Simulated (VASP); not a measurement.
Runs of VASP 6.6.1 on AlNi3. The structure is that of space group R-3m (No. 166), or close to it. The cells are those of the table. 

```csv
cell,further INCAR settings,gap on the mesh (eV),pressure (GPa),largest force (eV/Å)
"a = 4.239 Å, angles 53.7°, 4 atoms",ALGO = Fast; EDIFF = 1e-07; NBANDS = 24,none,-4.6,0.08
"a = 4.201 Å, angles 55.3°, 4 atoms",ALGO = Fast; EDIFF = 1e-06; NBANDS = 24,none,(c),0.07
"a = 4.323 Å, angles 52.2°, 4 atoms",ALGO = Fast; EDIFF = 1e-06; NBANDS = 24,none,-5.3,0.07
"a = 3.867 Å, angles 64.9°, 4 atoms",ALGO = Fast; EDIFF = 1e-07; NBANDS = 24,none,-2.8,0.15
"a = 3.928 Å, angles 63.2°, 4 atoms",ALGO = Fast; EDIFF = 1e-07; NBANDS = 24,none,-7.0,0.09
"a = 4.279 Å, angles 52.2°, 4 atoms",ALGO = Fast; EDIFF = 1e-07; NBANDS = 24,none,(a),0.08
"a = 3.906 Å, angles 64.9°, 4 atoms",ALGO = Fast; EDIFF = 1e-06; NBANDS = 24,none,-7.8,0.14
"a = 3.887 Å, angles 64.9°, 4 atoms",ALGO = Fast; EDIFF = 1e-06; NBANDS = 24,none,(b),0.14
"a = 3.848 Å, angles 66.5°, 4 atoms",ALGO = Fast; EDIFF = 1e-06; NBANDS = 24,none,-3.1,0.20
"a = 3.793 Å, angles 68.1°, 4 atoms",ALGO = Fast; EDIFF = 1e-06; NBANDS = 24,none,2.9,0.28
"a = 4.123 Å, angles 56.8°, 4 atoms",ALGO = Fast; EDIFF = 1e-06; NBANDS = 24,none,(d),0.06
```

Alike in all rows: task single point; level PBEsol; potentials or basis VASP PAW PBE potentials, release 64 (Al, Ni); no spin polarisation; k mesh 14 × 14 × 14; cutoff (eV) 520; smearing gaussian 0.15 eV.

Question: Fill in the values left out.

Answer: (a) 0.0; (b) -5.5; (c) -8.5; (d) -7.3.

Caveats: the PAW data sets were made with another functional, which shifts forces and pressure a little; the cell stands under tension (at least some runs).

A gap of «none» marks levels without a gap at the run's occupations.
